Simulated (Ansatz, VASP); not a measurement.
MgS: VASP beside Ansatz

```
CELL_PARAMETERS angstrom
0.00000 2.58419 2.58419
2.58419 0.00000 2.58419
2.58419 2.58419 0.00000
ATOMIC_POSITIONS crystal
S 0.50000 0.50000 0.50000
Mg 0.00000 0.00000 0.00000
```

Alike in both runs: task single point; functional HSE06; k mesh 6 × 6 × 6; occupations fermi-dirac, width 0.05 eV; no spin polarisation.

```csv
,VASP,Ansatz
version,VASP 6.6.1,Ansatz 0.2.0
potentials or method,"VASP PAW PBE potentials, release 64 (S, Mg)",Ansatz PAW
plane-wave cutoff (eV),520,420
valence electrons in the cell,8,16
```

VASP gave:

- gap on the k mesh at the Fermi level (eV): 3.80
- least direct gap on the mesh (eV): 4.97
- pressure (GPa): 0.9

Question: Estimate Ansatz's values.

Answer: gap on the k mesh at the Fermi level (eV): 3.85; least direct gap on the mesh (eV): 5.00; pressure (GPa): 1.2.

With one functional, cell and mesh, what is left measures potentials, basis and numerics. VASP's potentials hold 8 valence electrons a cell and Ansatz's 16, so a difference there can come from the potentials and not from the codes.
